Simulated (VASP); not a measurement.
Set up this calculation in VASP 6.6.1, as the native input.

```
Task                   : single point
Functional             : r2SCAN
Potentials or basis    : VASP PAW PBE potentials, release 64 (Ca_sv, S)
Cutoff                 : 550 eV
k mesh                 : 5 × 5 × 5
Occupations            : gaussian, width 0.01 eV
Spin                   : no spin polarisation
Dipole correction      : no
Further INCAR settings : ALGO = Normal; EDIFF = 1e-06; NBANDS = 15
```

The system is CaS (Oldhamite).

```
Ca S
1.0
     0.00000    2.84300    2.84300
     2.84300    0.00000    2.84300
     2.84300    2.84300    0.00000
Ca S
1 1
Direct
  0.00000 0.00000 0.00000
  0.50000 0.50000 0.50000
```

The input as run:

POSCAR

```
CaS
1.0
    0.0000000000      2.8430000000      2.8430000000
    2.8430000000      0.0000000000      2.8430000000
    2.8430000000      2.8430000000      0.0000000000
Ca S
1 1
Direct
    0.0000000000      0.0000000000      0.0000000000
    0.5000000000      0.5000000000      0.5000000000
```

INCAR.step1

```
SYSTEM = CaS
PREC = Accurate ; ENCUT = 550
ISMEAR = 0 ; SIGMA = 0.01
LREAL = .FALSE. ; LASPH = .TRUE.
NELM = 120 ; NBANDS = 15
GGA = PE ; ALGO = Normal
EDIFF = 1E-5 ; LWAVE = .TRUE.
LCHARG = .FALSE. ; GGA_COMPAT = .FALSE.
```

INCAR.step2

```
SYSTEM = CaS
PREC = Accurate ; ENCUT = 550
EDIFF = 1E-6 ; ISMEAR = 0
SIGMA = 0.01 ; LREAL = .FALSE.
LASPH = .TRUE. ; NELM = 120
ALGO = Normal ; ISIF = 2
LWAVE = .FALSE. ; LCHARG = .FALSE.
METAGGA = R2SCAN ; LMIXTAU = .TRUE.
NBANDS = 15 ; ISTART = 1
GGA_COMPAT = .FALSE.
```

KPOINTS

```
regular mesh
0
G
  5 5 5
  0 0 0
```

Potentials or basis: VASP PAW PBE potentials, release 64 (Ca_sv, S).

Run with:

```console
$ cat potpaw_PBE.64/Ca_sv/POTCAR potpaw_PBE.64/S/POTCAR > POTCAR
$ cp INCAR.step1 INCAR
$ mpirun -np 1 vasp_std > vasp.out
$ cp INCAR.step2 INCAR
$ mpirun -np 1 vasp_std > vasp.out
```

It gave:

```json
{"Pressure": "0.7 GPa", "Band gap on the k mesh": "2.92 eV, indirect (least direct gap 3.71 eV)"}
```

Caveat: the PAW data sets were made with another functional, which shifts forces and pressure a little.

Wall time 39 s on 1 thread of AMD EPYC 7R13 Processor (Zen 3), with other jobs on the host, peak memory 0.16 GiB.
